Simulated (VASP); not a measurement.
# GaAs (F-43m) in VASP: notebook, part 2 of 2

VASP 6.6.1. The steps go on from the part before.

## 4. Vibrations by perturbation theory, LDA

This run uses another cell than the first one, of 19.47 Å³/atom, 1.030 times its volume.

Input file INCAR:

```
PREC = Accurate
ENCUT = 520
EDIFF = 1E-8
ISMEAR = 0
SIGMA = 0.01
LREAL = False
LASPH = True
NELM = 100
ALGO = Normal
ISIF = 2
LWAVE = False
LCHARG = True
GGA = CA
IBRION = 8
NSW = 1
LEPSILON = True
```

Input file KPOINTS:

```
regular mesh
0
Gamma
  12 12 12
```

Input file POSCAR:

```
GaAs
1.0
    0.0000000000      2.6900096210      2.6900096210
    2.6900096210      0.0000000000      2.6900096210
    2.6900096210      2.6900096210      0.0000000000
Ga As
1 1
Direct
    0.0000000000      0.0000000000      0.0000000000
    0.7500000000      0.7500000000      0.7500000000
```

Potentials or basis: VASP PAW LDA potentials, release 64 (Ga_d, As).

On the command line:

```console
cat potpaw_LDA.64/Ga_d/POTCAR potpaw_LDA.64/As/POTCAR > POTCAR
mpirun -np 1 vasp_std > vasp.out
```

OUTCAR:

```text
PREC = Accurate
   ENCUT = 520
   EDIFF = 1E-8
   ISMEAR = 0
   LREAL = False
   LASPH = True
   NELM = 100
   ISIF = 2
   GGA = CA
   IBRION = 8
   NSW = 1
   LEPSILON = True

 ion  position               nearest neighbor table
   1  0.000  0.000  0.000-   2 2.33   2 2.33   2 2.33   2 2.33
   2  0.750  0.750  0.750-   1 2.33   1 2.33   1 2.33   1 2.33

  LATTYP: Found a face centered cubic cell.
 ALAT       =     5.3800192420

  Lattice vectors:

 A1 = (   0.0000000000,   2.6900096210,   2.6900096210)
 A2 = (   2.6900096210,   0.0000000000,   2.6900096210)
 A3 = (   2.6900096210,   2.6900096210,   0.0000000000)

Analysis of symmetry for initial positions (statically):
=====================================================================
 Subroutine PRICEL returns:
 Original cell was already a primitive cell.

 Routine SETGRP: Setting up the symmetry group for a
 face centered cubic supercell.

 Subroutine GETGRP returns: Found 24 space group operations
 (whereof 24 operations were pure point group operations)
 out of a pool of 48 trial point group operations.

The static configuration has the point symmetry T_d .

Analysis of symmetry for dynamics (positions and initial velocities):
=====================================================================
 Subroutine PRICEL returns:
 Original cell was already a primitive cell.

 Routine SETGRP: Setting up the symmetry group for a
 face centered cubic supercell.

 Subroutine GETGRP returns: Found 24 space group operations
[... 642 lines left out ...]
          XX          YY          ZZ          XY          YZ          ZX
  --------------------------------------------------------------------------------
  x    -0.00000    -0.00000    -0.00000     0.00000     0.70405     0.00000
  y     0.00000     0.00000     0.00000     0.00000     0.00000     0.70405
  z    -0.00000    -0.00000     0.00000     0.70405     0.00000     0.00000

 BORN EFFECTIVE CHARGES (including local field effects) (in |e|, cummulative output)
 ---------------------------------------------------------------------------------
 ion    1
    1     1.83754     0.00000     0.00000
    2    -0.00000     1.83754     0.00000
    3     0.00000     0.00000     1.83754
 ion    2
    1    -1.83754     0.00000     0.00000
    2     0.00000    -1.83754     0.00000
    3    -0.00000    -0.00000    -1.83754

 INTERNAL STRAIN TENSOR FOR ION    2 for displacements in x,y,z  (eV/Angst):
          X           Y           Z          XY          YZ          ZX
  --------------------------------------------------------------------------------
  x    -0.00000    -0.00000    -0.00000     0.00000    12.94563     0.00000
  y     0.00000    -0.00000     0.00000     0.00000     0.00000    12.94563
  z    -0.00000    -0.00000    -0.00000    12.94563     0.00000     0.00000

 SECOND DERIVATIVES (NOT SYMMETRIZED)
 ------------------------------------
               1X          1Y          1Z          2X          2Y          2Z
  1X   -12.996653    0.000000    0.000000   12.996653    0.000000    0.000000
  1Y     0.000000  -12.996653    0.000000    0.000000   12.996653    0.000000
  1Z     0.000000    0.000000  -12.996653    0.000000    0.000000   12.996653
  2X    13.009040    0.000000    0.000000  -13.009040    0.000000    0.000000
  2Y     0.000000   13.009040    0.000000    0.000000  -13.009040    0.000000
  2Z     0.000000    0.000000   13.009040    0.000000    0.000000  -13.009040

 Eigenvectors and eigenvalues of the dynamical matrix
 ----------------------------------------------------

   1 f  =    9.380484 THz    58.939318 2PiTHz  312.899257 cm-1    38.794546 meV
             X         Y         Z           dx          dy          dz
      0.000000  0.000000  0.000000     0.719537    0.000000    0.000000
      4.035014  4.035014  4.035014    -0.694454   -0.000000    0.000000
[... 21 lines left out ...]
   6 f/i=    0.002233 THz     0.014028 2PiTHz    0.074472 cm-1     0.009233 meV
             X         Y         Z           dx          dy          dz
      0.000000  0.000000  0.000000     0.003233   -0.049376   -0.692689
      4.035014  4.035014  4.035014     0.003350   -0.051160   -0.717708

--------------------------------------------------------------------------------------------------------

 MACROSCOPIC STATIC DIELECTRIC TENSOR IONIC CONTRIBUTION
 ------------------------------------------------------
           1.207003     0.000000    -0.000000
           0.000000     1.207003    -0.000000
          -0.000000    -0.000000     1.207003
 ------------------------------------------------------

 ELASTIC MODULI CONTR FROM IONIC RELAXATION (kBar)
 Direction    XX          YY          ZZ          XY          YZ          ZX
 --------------------------------------------------------------------------------
 XX          -0.0000     -0.0000     -0.0000      0.0000      0.0000     -0.0000
 YY          -0.0000     -0.0000     -0.0000      0.0000      0.0000      0.0000
 ZZ          -0.0000     -0.0000     -0.0000      0.0000      0.0000     -0.0000
 XY           0.0000      0.0000      0.0000   -526.9007      0.0000      0.0000
 YZ           0.0000      0.0000      0.0000      0.0000   -526.9007     -0.0000
 ZX          -0.0000      0.0000     -0.0000      0.0000     -0.0000   -526.9007
 --------------------------------------------------------------------------------

 PIEZOELECTRIC TENSOR IONIC CONTR  for field in x, y, z        (C/m^2)
          XX          YY          ZZ          XY          YZ          ZX
  --------------------------------------------------------------------------------
  x     0.00000     0.00000     0.00000     0.00000    -0.75040    -0.00000
  y    -0.00000     0.00000    -0.00000     0.00000    -0.00000    -0.75040
  z     0.00000     0.00000     0.00000    -0.75040     0.00000     0.00000
```

stdout:

```text
POSCAR found type information on POSCAR GaAs
 POSCAR found :  2 types and       2 ions
 scaLAPACK will be used
 LDA part: xc-table for (Slater(with rela. corr.)+CA(PZ))
 , standard interpolation
 POSCAR, INCAR and KPOINTS ok, starting setup
 FFT: planning ... GRIDC
 FFT: planning ... GRID_SOFT
 FFT: planning ... GRID
 WAVECAR not read
 entering main loop
[... 23 lines left out ...]
  Direction:   3
 dielectric tensor                  component  3 :     2.471     2.730    11.955
 Linear response DOF=           2
 Linear response progress:
 first order change of Fermi-energy   0.46525E-04
 force on displaced ion       1 direction 1 : -12.997  -0.000  -0.000
 Born effective charge ion    1 direction 1 :   1.821   0.000   0.000
 Linear response progress:
 first order change of Fermi-energy   0.37207E-04
 force on displaced ion       2 direction 1 : -13.009   0.000   0.000
 Born effective charge ion    2 direction 1 :  -1.849   0.000   0.000
 Born effective charges drift removed
 Linear response finished
```

It took 15 min on 1 thread of Intel Xeon 6975P-C, shared host; peak memory 0.45 GiB.

What came out:

| Item | Value |
| --- | --- |
| Electronic dielectric tensor (diagonal) | 11.95 |
| Born charges (mean of the diagonal) | Ga +1.84; As -1.84 e |
| Highest phonon frequency at Γ, LO-TO splitting left out | 313 cm⁻¹ |

Phonon frequencies in cm⁻¹ (negative: imaginary):
```csv
q point,frequencies
"(0.000, 0.000, 0.000)",0 0 0 313 313 313
```

Electronic dielectric tensor:
```
11.95  0.00  0.00
 0.00 11.95  0.00
 0.00  0.00 11.95
```

Born effective charge tensors (e):
atom 1, Ga
```
1.84 0.00 0.00
0.00 1.84 0.00
0.00 0.00 1.84
```
atom 2, As
```
-1.84  0.00  0.00
 0.00 -1.84  0.00
 0.00  0.00 -1.84
```

Caveat: the cell wasn't relaxed at this level first, which shifts response properties.
